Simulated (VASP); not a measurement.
# Mo (Fmmm) in VASP: further runs

The runs below take Mo through single point, with PBE.

Program: VASP 6.6.1. These are calculated values, not measurements. Logs are shortened: lines on timing, memory, paths and dates and some standing lists are left out, and cuts for length are marked.

## 1. The cell of the first run

The structure is orthorhombic, space group Fmmm (No. 69). Conventional cell: a = 3.142 Å, b = 4.355 Å, c = 4.532 Å, α = 90.00°, β = 90.00°, γ = 90.00°. Mo (site symmetry mmm) has 14 Mo at 2.68 to 3.14 Å within 3.5 Å.

## 2. Single point, PBE (strain -0.0400 x Voigt [0, 0, 0, 0, 1, 0])

Input file INCAR:

```
SYSTEM = Mo
PREC = Accurate ; ENCUT = 520
EDIFF = 1E-6 ; ISMEAR = 0
SIGMA = 0.15 ; LREAL = .FALSE.
LASPH = .TRUE. ; NELM = 60
ALGO = Fast ; ISIF = 2
LWAVE = .FALSE. ; LCHARG = .FALSE.
GGA = PE ; NBANDS = 13
```

Input file KPOINTS:

```
regular mesh
0
G
  22 22 22
  0 0 0
```

Input file POSCAR:

```
Mo
1.0
   -1.6024200000      1.5710000000      1.6024200000
    1.5395800000     -1.5710000000      1.5395800000
    1.6024200000      1.5710000000     -1.6024200000
Mo
1
Direct
    0.0000000000      0.0000000000      0.0000000000
```

Potentials or basis: VASP PAW PBE potentials, release 64 (Mo_sv).

On the command line:

```console
$ cat potpaw_PBE.64/Mo_sv/POTCAR > POTCAR
$ mpirun -np 1 vasp_std > vasp.out
```

OUTCAR:

```text
SYSTEM = Mo
   PREC = Accurate
   ENCUT = 520
   EDIFF = 1E-6
   ISMEAR = 0
   LREAL = .FALSE.
   LASPH = .TRUE.
   NELM = 60
   ISIF = 2
   GGA = PE

 ion  position               nearest neighbor table
   1  0.000  0.000  0.000-

  LATTYP: Found a face centered orthorhombic cell.
 ALAT       =     3.1420000000
 B/A-ratio  =     1.3859292911
 C/A-ratio  =     1.4424978336

  Lattice vectors:

 A1 = (   3.1420000000,   0.0000000000,  -0.0628400000)
 A2 = (   1.6024200000,   1.5710000000,  -1.6024200000)
 A3 = (   1.5395800000,   1.5710000000,   1.5395800000)

Analysis of symmetry for initial positions (statically):
=====================================================================
 Subroutine PRICEL returns:
 Original cell was already a primitive cell.

 Routine SETGRP: Setting up the symmetry group for a
 face centered orthorhombic supercell.

 Subroutine GETGRP returns: Found  8 space group operations
 (whereof  8 operations were pure point group operations)
 out of a pool of  8 trial point group operations.

The static configuration has the point symmetry D_2h.

Analysis of symmetry for dynamics (positions and initial velocities):
=====================================================================
 Subroutine PRICEL returns:
 Original cell was already a primitive cell.

 Routine SETGRP: Setting up the symmetry group for a
 face centered orthorhombic supercell.

 Subroutine GETGRP returns: Found  8 space group operations
 (whereof  8 operations were pure point group operations)
 out of a pool of  8 trial point group operations.

The dynamic configuration has the point symmetry D_2h.

 Subroutine INISYM returns: Found  8 space group operations
 (whereof  8 operations are pure point group operations),
 and found     1 'primitive' translations

----------------------------------------------------------------------------------------

                                     Primitive cell

  volume of cell :      15.5030

  direct lattice vectors                    reciprocal lattice vectors
    -1.602420000  1.571000000  1.602420000     0.006367920  0.318268619  0.318395977
     1.539580000 -1.571000000  1.539580000     0.324763897  0.000000000  0.324763897
     1.602420000  1.571000000 -1.602420000     0.318395977  0.318268619  0.006367920

  length of vectors
     2.757451851  2.684893695  2.757451851     0.450234897  0.459285507  0.450234897

  position of ions in fractional coordinates (direct lattice)
     0.000000000  0.000000000  0.000000000

  ion indices of the primitive-cell ions
   primitive index   ion index
                 1           1

[... 84 lines left out ...]
   EMIN   =  10.00;   EMAX   =-10.00  energy-range for DOS
   EFERMI =   0.00;   METHOD = LEGACY
   ISMEAR =     0;   SIGMA  =   0.15  broadening in eV -4-tet -1-fermi 0-gaus
   EFERMI_NEDOS =   21; number of points for ismear=-14 and -15
   IALGO  =     68    algorithm
   IMIX   =      4    mixing-type and parameters
     AMIX     =   0.40;   BMIX     =  1.00
     AMIX_MAG =   1.60;   BMIX_MAG =  1.00
  volume/ion in A,a.u.               =      15.50       104.62
  Fermi-wavevector in a.u.,A,eV,Ry     =   1.582387  2.990277 34.068269  2.503947
  Thomas-Fermi vector in A             =   2.682318
   LORBIT       =      0    0 simple, 1 ext, 2 COOP (PROOUT), +10 PAW based schemes
   GGA     = PE    functional components
   LHFCALC =     F    Hartree Fock is set to
   AEXX    =    0.0000 exact exchange contribution
   IVDW    =     0    specifies the selected vdW correction
   LEPSILON=     F    determine dielectric tensor
   LRPA    =     F    only Hartree local field effects (RPA)
 non-spin polarized calculation
 RMM-DIIS sequential band-by-band and
 Gauss-broadening in eV      SIGMA  =   0.15
  energy-cutoff  :      520.00
  volume of cell :       15.50
 maximum number of plane-waves:       434
 NGX is ok and might be reduce to    24
   NGX = 11   NGY =  9   NGZ = 11

 number of electron      13.9999999 magnetization

 Free energy of the ion-electron system (eV)
  ---------------------------------------------------
  ext. energy  EPLUGINS =         0.00000000
  ---------------------------------------------------
  free energy    TOTEN  =       -10.92420589 eV

  energy without entropy =      -10.91702851  energy(sigma->0) =      -10.92061720

 E-fermi :  12.7281     XC(G=0): -13.4360

 val. band max:       12.7260277432   @ k =   0.3636  -0.0000   0.0455
 cond. band min:      12.7286284329   @ k =  -0.3182   0.3636   0.2727
 fundamental gap:      0.0026006898
 Fermi energy:        12.7280810389

 k-point     1 :       0.0000    0.0000    0.0000
  band No.  band energies     occupation
      1     -48.5565      2.00000
      2     -21.8581      2.00000
      3     -21.7969      2.00000
      4     -21.7446      2.00000
      5       5.4664      2.00000
      6      11.0198      2.00000
      7      11.3047      2.00000
      8      11.6724      2.00000
      9      14.4120      0.00000
     10      14.4572      0.00000
     11      27.2252      0.00000
     12      27.5818      0.00000
     13      27.9306      0.00000
[... 354 lines left out ...]
  band No.  band energies     occupation
      1     -48.2806      2.00000
      2     -23.2290      2.00000
      3     -22.2662      2.00000
      4     -21.8204      2.00000
      5       7.4298      2.00000
      6       9.3153      2.00000
      7      13.9027      0.00000
      8      14.4249      0.00000
      9      15.3206      0.00000
     10      17.6164      0.00000
     11      24.5197      0.00000
     12      24.8656      0.00000
     13      30.1606      0.00000

 [... further k-points ...]

------------------------ aborting loop because EDIFF is reached ----------------------------------------

  FORCE on cell =-STRESS in cart. coord.  units (eV):
  Direction    XX          YY          ZZ          XY          YZ          ZX
  --------------------------------------------------------------------------------------
  -------------------------------------------------------------------------------------
  Total        0.5486316      0.5688797      0.5486316      0.0000000     -0.0000000      0.4169234
  in kB       56.6991591     58.7917285     56.6991591      0.0000000     -0.0000000     43.0875745
  external PRESSURE =      57.3966822 kB  Pullay stress =       0.0000000 kB

 VOLUME and BASIS-vectors are now :
 -----------------------------------------------------------------------------
  energy-cutoff  :      520.00
  volume of cell :       15.50
      direct lattice vectors                 reciprocal lattice vectors
    -1.602420000  1.571000000  1.602420000     0.006367920  0.318268619  0.318395977
     1.539580000 -1.571000000  1.539580000     0.324763897  0.000000000  0.324763897
     1.602420000  1.571000000 -1.602420000     0.318395977  0.318268619  0.006367920

 POSITION                                       TOTAL-FORCE (eV/Angst)
 -----------------------------------------------------------------------------------
      0.00000      0.00000      0.00000         0.000000      0.000000     -0.000000
 -----------------------------------------------------------------------------------
    total drift:                                0.000000     -0.000000      0.000000

  FREE ENERGIE OF THE ION-ELECTRON SYSTEM (eV)
  ---------------------------------------------------
  free  energy   TOTEN  =       -10.9242058921 eV

  energy  without entropy=      -10.9170285066  energy(sigma->0) =      -10.92061720
```

Wall time 4.8 min (1 thread of Intel Xeon 8259CL, shared host); peak memory 0.39 GiB.

What came out:

```yaml
Free_energy: -10.9242 eV
Pressure: 5.7 GPa
Band_gap_on_the_k_mesh: zero (bands 7 and 8 overlap by 4.97 eV)
```

Levels at points of the mesh, in eV from the Fermi level:
```tsv
k point	band 3	band 4	band 5	band 6	band 7	band 8	band 9	band 10	band 11	band 12
(0.00, 0.00, 0.00)	-34.52	-34.47	-7.26	-1.71	-1.42	-1.06	1.68	1.73	14.50	14.85
(0.50, 0.00, 0.00)	-34.99	-34.53	-5.37	-3.45	1.66	1.72	2.34	4.78	11.79	11.96
(0.00, 0.50, 0.00)	-35.06	-34.58	-5.41	-3.34	1.53	2.00	2.06	5.04	11.69	12.25
(0.50, 0.00, 0.50)	-34.91	-34.50	-5.35	-3.56	1.33	1.92	2.61	4.59	11.30	12.29
(0.50, 0.50, 0.50)	-35.52	-35.43	-5.52	-5.50	3.67	4.01	4.40	8.89	9.13	9.41
```

Caveat: the cell differs from its parent crystal (strain -0.0400 x Voigt [0, 0, 0, 0, 1, 0]); the cell stands under pressure.

## 3. Single point, PBE (strain +0.0300 x Voigt [0, 0, 0, 0, 1, 0])

Input file INCAR:

```
SYSTEM = Mo
PREC = Accurate
ENCUT = 520
EDIFF = 1E-6
ISMEAR = 0
SIGMA = 0.15
LREAL = .FALSE.
LASPH = .TRUE.
NELM = 60
ALGO = Fast
ISIF = 2
LWAVE = .FALSE.
LCHARG = .FALSE.
GGA = PE
NBANDS = 13
```

KPOINTS is that of step 2.

Input file POSCAR:

```
Mo
1.0
   -1.5474350000      1.5710000000      1.5474350000
    1.5945650000     -1.5710000000      1.5945650000
    1.5474350000      1.5710000000     -1.5474350000
Mo
1
Direct
    0.0000000000      0.0000000000      0.0000000000
```

Potentials or basis: VASP PAW PBE potentials, release 64 (Mo_sv).

On the command line:

```console
$ cat potpaw_PBE.64/Mo_sv/POTCAR > POTCAR
$ mpirun -np 1 vasp_std > vasp.out
```

OUTCAR:

```text
SYSTEM = Mo
   PREC = Accurate
   ENCUT = 520
   EDIFF = 1E-6
   ISMEAR = 0
   LREAL = .FALSE.
   LASPH = .TRUE.
   NELM = 60
   ISIF = 2
   GGA = PE

 ion  position               nearest neighbor table
   1  0.000  0.000  0.000-

  LATTYP: Found a face centered orthorhombic cell.
 ALAT       =     3.1420000000
 B/A-ratio  =     1.3930003589
 C/A-ratio  =     1.4354267658

  Lattice vectors:

 A1 = (  -0.0471300000,   0.0000000000,  -3.1420000000)
 A2 = (  -1.5945650000,   1.5710000000,  -1.5945650000)
[... 564 lines left out ...]
     13      30.1567      0.00000

 [... further k-points ...]

------------------------ aborting loop because EDIFF is reached ----------------------------------------

  FORCE on cell =-STRESS in cart. coord.  units (eV):
  Direction    XX          YY          ZZ          XY          YZ          ZX
  --------------------------------------------------------------------------------------
  -------------------------------------------------------------------------------------
  Total        0.5373034      0.5483465      0.5373034      0.0000000     -0.0000000     -0.3092897
  in kB       55.5187042     56.6597702     55.5187042      0.0000000     -0.0000000    -31.9584171
  external PRESSURE =      55.8990596 kB  Pullay stress =       0.0000000 kB

 VOLUME and BASIS-vectors are now :
 -----------------------------------------------------------------------------
  energy-cutoff  :      520.00
  volume of cell :       15.51
      direct lattice vectors                 reciprocal lattice vectors
    -1.547435000  1.571000000  1.547435000    -0.004775104  0.318268619  0.318340245
     1.594565000 -1.571000000  1.594565000     0.313565142  0.000000000  0.313565142
     1.547435000  1.571000000 -1.547435000     0.318340245  0.318268619 -0.004775104

 POSITION                                       TOTAL-FORCE (eV/Angst)
 -----------------------------------------------------------------------------------
      0.00000      0.00000      0.00000        -0.000000      0.000000     -0.000000
 -----------------------------------------------------------------------------------
    total drift:                                0.000000      0.000000      0.000000

  FREE ENERGIE OF THE ION-ELECTRON SYSTEM (eV)
  ---------------------------------------------------
  free  energy   TOTEN  =       -10.9279359163 eV

  energy  without entropy=      -10.9206734816  energy(sigma->0) =      -10.92430470
```

OSZICAR:

```text
N       E                     dE             d eps       ncg     rms          rms(c)
DAV:   1     0.926631772080E+02    0.92663E+02   -0.80849E+03 40165   0.111E+03
DAV:   2    -0.104187992792E+02   -0.10308E+03   -0.99240E+02 45585   0.312E+02
DAV:   3    -0.115733476915E+02   -0.11545E+01   -0.11511E+01 44395   0.330E+01
DAV:   4    -0.115759650848E+02   -0.26174E-02   -0.26173E-02 44760   0.190E+00
DAV:   5    -0.115759819574E+02   -0.16873E-04   -0.16873E-04 45145   0.136E-01    0.150E+01
RMM:   6    -0.110092328483E+02    0.56675E+00   -0.66810E-01 39899   0.768E+00    0.447E+00
RMM:   7    -0.109307724879E+02    0.78460E-01   -0.20081E-01 40821   0.415E+00    0.106E+00
RMM:   8    -0.109281421058E+02    0.26304E-02   -0.10282E-02 44245   0.112E+00    0.149E-01
RMM:   9    -0.109279471194E+02    0.19499E-03   -0.10981E-03 44786   0.349E-01    0.454E-02
RMM:  10    -0.109279373616E+02    0.97578E-05   -0.17950E-04 46005   0.146E-01    0.185E-02
RMM:  11    -0.109279362075E+02    0.11541E-05   -0.14621E-05 45245   0.474E-02    0.184E-03
RMM:  12    -0.109279359163E+02    0.29122E-06   -0.34986E-06 34285   0.203E-02
   1 F= -.10927936E+02 E0= -.10924305E+02  d E =-.726243E-02
```

Wall time 5.1 min (1 thread of Intel Xeon 8259CL, shared host); peak memory 0.38 GiB.

What came out:

```
Free energy            : -10.9279 eV
Pressure               : 5.6 GPa
Band gap on the k mesh : zero (bands 7 and 8 overlap by 5.02 eV)
```

Stress tensor (GPa, compression positive):
```
 5.55  0.00 -3.20
 0.00  5.67  0.00
-3.20  0.00  5.55
```

Levels at points of the mesh, in eV from the Fermi level:
```
           k point  band 5  band 6  band 7  band 8  band 9  band 10
(0.00, 0.00, 0.00)   -7.26   -1.62   -1.40   -1.13    1.69     1.71
(0.50, 0.00, 0.00)   -5.37   -3.44    1.66    1.72    2.35     4.79
(0.00, 0.50, 0.00)   -5.35   -3.52    1.42    1.87    2.55     4.64
(0.50, 0.00, 0.50)   -5.40   -3.36    1.58    1.91    2.14     4.98
(0.50, 0.50, 0.50)   -5.50   -5.49    3.76    4.02    4.31     8.95
```

Caveat: the cell differs from its parent crystal (strain +0.0300 x Voigt [0, 0, 0, 0, 1, 0]); the cell stands under pressure.

## 4. Single point, PBE (strain -0.0200 x Voigt [0, 0, 0, 0, 1, 0])

Input file INCAR:

```
SYSTEM = Mo
PREC = Accurate
ENCUT = 520
EDIFF = 1E-6
ISMEAR = 0
SIGMA = 0.15
LREAL = .False.
LASPH = .True.
NELM = 100
ALGO = Fast
ISIF = 2
LWAVE = .False.
LCHARG = .True.
GGA = PE
LELF = .True.
LVHAR = .True.
NBANDS = 13
```

Input file KPOINTS:

```
Automatic mesh
0
Gamma
  22 22 22
  0 0 0
```

Input file POSCAR:

```
Mo
1.0
   -1.5867100000      1.5710000000      1.5867100000
    1.5552900000     -1.5710000000      1.5552900000
    1.5867100000      1.5710000000     -1.5867100000
Mo
1
Direct
    0.0000000000      0.0000000000      0.0000000000
```

On the command line:

```console
$ cat potpaw_PBE.64/Mo_sv/POTCAR > POTCAR
$ mpirun -np 1 vasp_std > vasp.out
```

It took 5.5 min on 1 thread of Intel Xeon 8259CL, shared host; peak memory 0.38 GiB.

It converged, with:

```yaml
Free_energy: -10.9306 eV
Pressure: 5.5 GPa
Band_gap_on_the_k_mesh: zero (bands 7 and 8 overlap by 5.12 eV)
```

Stress tensor (GPa, compression positive):
```
5.47 0.00 2.11
0.00 5.52 0.00
2.11 0.00 5.47
```

Levels at points of the mesh, in eV from the Fermi level:
```csv
k point,band 3,band 4,band 5,band 6,band 7,band 8,band 9,band 10,band 11,band 12
"(0.00, 0.00, 0.00)",-34.52,-34.49,-7.25,-1.54,-1.38,-1.21,1.69,1.70,14.68,14.85
"(0.50, 0.00, 0.00)",-34.98,-34.53,-5.36,-3.43,1.66,1.72,2.35,4.80,11.78,11.98
"(0.00, 0.50, 0.00)",-35.02,-34.55,-5.38,-3.38,1.62,1.83,2.21,4.92,11.84,12.02
"(0.50, 0.00, 0.50)",-34.94,-34.51,-5.35,-3.49,1.50,1.82,2.49,4.70,11.54,12.14
"(0.50, 0.50, 0.50)",-35.51,-35.46,-5.50,-5.49,3.85,4.03,4.22,9.01,9.13,9.27
```

Caveat: the cell differs from its parent crystal (strain -0.0200 x Voigt [0, 0, 0, 0, 1, 0]); the cell stands under pressure.

[end of part 1 of 2]
